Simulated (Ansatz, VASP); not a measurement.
## Two plane-wave programs on MgO

```
Mg O
1.0
     0.00000    1.77543    1.77543
     1.77543    0.00000    1.77543
     1.77543    1.77543    0.00000
Mg O
1 1
Cartesian
  0.0000 0.0000 0.0000
  1.7754 1.7754 1.7754
```

Alike in both runs: task single point; functional LDA; k mesh 10 × 10 × 10; no spin polarisation.

|  | VASP | Ansatz |
| --- | --- | --- |
| version | VASP 6.6.1 | Ansatz 0.2.0 |
| potentials or method | VASP PAW LDA potentials, release 64 (Mg, O), cutoff 600 eV | scalar-relativistic, plane waves, PAW |
| occupations | gaussian, width 0.01 eV | fixed |
| valence electrons in the cell | 8 | 16 |

Ansatz gave:

| Property | Result |
| --- | --- |
| gap on the k mesh at the Fermi level (eV) | 8.82 |
| least direct gap on the mesh (eV) | 11.00 |

Task: What did VASP give for the same quantities?

Result: gap on the k mesh at the Fermi level (eV): 8.73; least direct gap on the mesh (eV): 10.94.

LDA's correlation is that of Perdew and Zunger in VASP and of Perdew and Wang (1992) in Ansatz. VASP's potentials hold 8 valence electrons a cell and Ansatz's 16, so a difference there can come from the potentials and not from the codes.
